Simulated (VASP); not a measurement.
Write the native input for VASP 6.6.1 that does the following.

```
Task                   : single point
Functional             : LDA
Potentials or basis    : VASP PAW LDA potentials, release 64 (Ga_d)
Cutoff                 : 520 eV
k mesh                 : 6 × 6 × 5
Occupations            : fermi-dirac, width 0.05 eV
Spin                   : no spin polarisation
Dipole correction      : no
Further INCAR settings : ALGO = Normal; EDIFF = 1e-07; NBANDS = 34
```

The structure of Ga lies in POSCAR:

```
Ga
1.0
    3.9401688127     -2.4017338850      0.0000000000
    3.9401688127      2.4017338850      0.0000000000
    0.0000000000      0.0000000000      4.6331353573
Ga
4
Direct
    0.9903150000      0.3344500000      0.2500000000
    0.3344500000      0.9903150000      0.7500000000
    0.0096850000      0.6655500000      0.7500000000
    0.6655500000      0.0096850000      0.2500000000
```

The input as run:

INCAR

```
PREC = Accurate ; ENCUT = 520
EDIFF = 1E-7 ; ISMEAR = -1
SIGMA = 0.05 ; LREAL = F
LASPH = T ; NELM = 80
ALGO = Normal ; ISIF = 2
LWAVE = F ; LCHARG = T
LELF = T ; LVHAR = T
NBANDS = 34
```

KPOINTS

```
Automatic mesh
0
Gamma
  6 6 5
```

Potentials or basis: VASP PAW LDA potentials, release 64 (Ga_d).

The run is started by

```bash
$ cat potpaw_LDA.64/Ga_d/POTCAR > POTCAR
$ mpirun -np 1 vasp_std > vasp.out
```

Results of the run:

```
Pressure               : -5.9 GPa
Largest force          : 0.062 eV/Å
Band gap on the k mesh : zero (bands 26 and 27 overlap by 0.28 eV)
```

Caveat: the cell stands under tension.

It took 91 s on 1 thread of Intel(R) Xeon(R) Platinum 8259CL CPU @ 2.50GHz (Skylake/Cascade Lake), on a shared host, peak memory 0.21 GiB.
